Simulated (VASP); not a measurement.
A run of VASP 6.6.1 is set up as follows.

The input INCAR:

```
  ALGO = Normal
  EDIFF = 1E-7
  ENCUT = 520
  GGA = PE
  ISIF = 2
  ISMEAR = 0
  IVDW = 12
  LASPH = T
  LCHARG = F
  LREAL = F
  LWAVE = F
  NBANDS = 35
  NELM = 60
  PREC = Accurate
  SIGMA = 0.05
```

Contents of KPOINTS:

```
k-points
0
Gamma
  12 12 2
```

File POSCAR:

```
WSe2
1.0
    3.3118178348      0.0000000000      0.0000000000
   -1.6559089174      2.8681183776      0.0000000000
    0.0000000000      0.0000000000     12.7886113051
W Se
2 4
Direct
    0.3333333333      0.6666666667      0.2500000000
    0.6666666667      0.3333333333      0.7500000000
    0.3333333333      0.6666666667      0.6182912222
    0.6666666667      0.3333333333      0.1182912222
    0.3333333333      0.6666666667      0.8817087778
    0.6666666667      0.3333333333      0.3817087778
```

Potentials or basis: VASP PAW PBE potentials, release 64 (W_sv, Se).

Launch:

```bash
$ cat potpaw_PBE.64/W_sv/POTCAR potpaw_PBE.64/Se/POTCAR > POTCAR
$ mpirun -np 1 vasp_std > vasp.out
```

Task: Predict the largest force.

Result: 0.162 eV/Å.

Task: Estimate the band gap on the k mesh.

Result: 0.88 eV (least direct gap 1.46 eV).

Task: Estimate the dispersion energy per atom.

Result: -0.466 eV.

Task: Predict the pressure.

Result: -2.3 GPa.

Stress tensor (GPa, compression positive):
```
-2.65  0.00  0.00
 0.00 -2.65  0.00
 0.00  0.00 -1.50
```

Caveat: the cell differs from its parent crystal (strain +0.0100 x Voigt [1, 1, 0, 0, 0, 0]); spin-orbit coupling is left out, which moves the levels of the heavy elements. A k mesh can miss the band edges.
